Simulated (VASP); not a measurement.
Write the native input for VASP 6.6.1 that does the following.

| Quantity | Value |
| --- | --- |
| Task | single point |
| Functional | PBE |
| Potentials or basis | VASP PAW PBE potentials, release 64 (Cd, S) |
| Cutoff | 500 eV |
| k mesh | 6 × 6 × 8 |
| Occupations | gaussian, width 0.1 eV |
| Spin | no spin polarisation |
| Dipole correction | no |
| Further INCAR settings | ALGO = Normal; EDIFF = 1e-06; NBANDS = 40 |

The structure of CdS3 lies in POSCAR:

```
CdS3
1.0
    6.9356152869      0.0000000000      0.0000000000
   -3.4678076435      6.0064190293      0.0000000000
    0.0000000000      0.0000000000      6.7300665080
Cd S
2 6
Direct
    0.3333333333      0.6666666667      0.7500000000
    0.6666666667      0.3333333333      0.2500000000
    0.2325583181      0.4651166361      0.2500000000
    0.5348833639      0.7674416819      0.2500000000
    0.2325583181      0.7674416819      0.2500000000
    0.7674416819      0.5348833639      0.7500000000
    0.4651166361      0.2325583181      0.7500000000
    0.7674416819      0.2325583181      0.7500000000
```

The cell was built from a structure type or drawn by symmetry, and may not be a known phase.

One way to write it, as run:

INCAR

```
PREC = Accurate
ENCUT = 500
EDIFF = 1E-6
ISMEAR = 0
SIGMA = 0.1
LREAL = F
LASPH = T
NELM = 120
ALGO = Normal
ISIF = 2
LWAVE = F
LCHARG = T
GGA = PE
LELF = T
LVHAR = T
NBANDS = 40
GGA_COMPAT = F
```

KPOINTS

```
Automatic mesh
0
Gamma
  6 6 8
```

Potentials or basis: VASP PAW PBE potentials, release 64 (Cd, S).

Run with:

```sh
$ cat potpaw_PBE.64/Cd/POTCAR potpaw_PBE.64/S/POTCAR > POTCAR
$ mpirun -np 1 vasp_std > vasp.out
```

Results of the run:

```
Pressure               : -0.3 GPa
Largest force          : 0.208 eV/Å
Band gap on the k mesh : 0.95 eV (least direct gap 1.38 eV)
```

It took 3.6 min on 1 thread of AMD EPYC 9R45 96-Core Processor (Zen 5) (shared host), peak memory 0.52 GiB.
